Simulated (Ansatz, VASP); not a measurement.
# One calculation of Lu, two programs

The input INCAR:

```
PREC = Accurate ; ENCUT = 520
EDIFF = 1E-6 ; ISMEAR = -1
SIGMA = 0.1 ; LREAL = F
LASPH = T ; NELM = 80
ALGO = Normal ; ISIF = 2
LWAVE = F ; LCHARG = F
GGA = RE ; NBANDS = 18
```

KPOINTS

```
Automatic mesh
0
Gamma
  13 13 13
```

The input POSCAR:

```
Lu
1.0
   -2.0249441523      2.0249441523      2.0249441523
    2.0249441523     -2.0249441523      2.0249441523
    2.0249441523      2.0249441523     -2.0249441523
Lu
1
Direct
    0.0000000000      0.0000000000      0.0000000000
```

Input for Ansatz:

```yaml
crystal:
  lattice:
    - [-2.0249441523, 2.0249441523, 2.0249441523]
    - [2.0249441523, -2.0249441523, 2.0249441523]
    - [2.0249441523, 2.0249441523, -2.0249441523]
  atoms:
    - { symbol: Lu, position: [0.0, 0.0, 0.0] }
hamiltonian:
  xc: revpbe
  pseudopotentials:
    kind: paw
    azcp:
      Lu: "pseudopotentials/Lu.paw.azcp"
basis:
  ecutwfc: 420
  fft_grid_basis: typed
kpoints:
  mp_grid: { grid: [13, 13, 13], shift: [0, 0, 0] }
magnetization:
  spin_polarized: false
scf:
  occupations: { method: fermi_dirac, width: 0.1 }
  lower_state_search: "off"
output:
  stress: true
```

Alike in both runs: task single point; functional revPBE; k mesh 13 × 13 × 13; occupations fermi-dirac, width 0.1 eV; no spin polarisation.

|  | VASP | Ansatz |
| --- | --- | --- |
| version | VASP 6.6.1 | Ansatz 0.2.0 |
| potentials or method | VASP PAW PBE potentials, release 64 (Lu), cutoff 520 eV | plane waves (420 eV) with PAW, scalar-relativistic |
| valence electrons in the cell | 25 | 25 |

Ansatz gave:

| Quantity | Value |
| --- | --- |
| pressure (GPa) | -2.8 |

**Question.** What did VASP give for the same quantities?

**Answer.** Pressure (GPa): -2.7.

VASP's potentials were made for PBE, not for revPBE. The functional is the same, so the differences come from potentials, cutoffs and numerics.

Spin-orbit coupling is off throughout.
